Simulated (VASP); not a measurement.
A run of VASP 6.6.1 is set up as follows.

Contents of INCAR:

```
PREC = Accurate ; ENCUT = 520
EDIFF = 1E-7 ; ISMEAR = -1
SIGMA = 0.05 ; LREAL = False
LASPH = True ; NELM = 100
ALGO = Normal ; ISIF = 2
LWAVE = False ; LCHARG = False
GGA = CA ; NBANDS = 16
```

Contents of KPOINTS:

```
Automatic mesh
0
Gamma
  12 12 12
```

The input POSCAR:

```
HgTe
1.0
    0.0000000000      2.8483856431      2.8483856431
    2.8483856431      0.0000000000      2.8483856431
    2.8483856431      2.8483856431      0.0000000000
Hg Te
1 1
Direct
    0.0000000000      0.0000000000      0.0000000000
    0.5000000000      0.5000000000      0.5000000000
```

Potentials or basis: VASP PAW LDA potentials, release 64 (Hg, Te).

Command:

```bash
$ cat potpaw_LDA.64/Hg/POTCAR potpaw_LDA.64/Te/POTCAR > POTCAR
$ mpirun -np 1 vasp_std > vasp.out
```

Question: What does it give for the pressure?

Answer: 12.5 GPa.

Question: Predict the band gap on the k mesh.

Answer: Zero (band 9 reaches 7.36 eV, above the bottom of band 10 at 3.74 eV).

Caveat: spin-orbit coupling is left out, which moves the levels of the heavy elements.
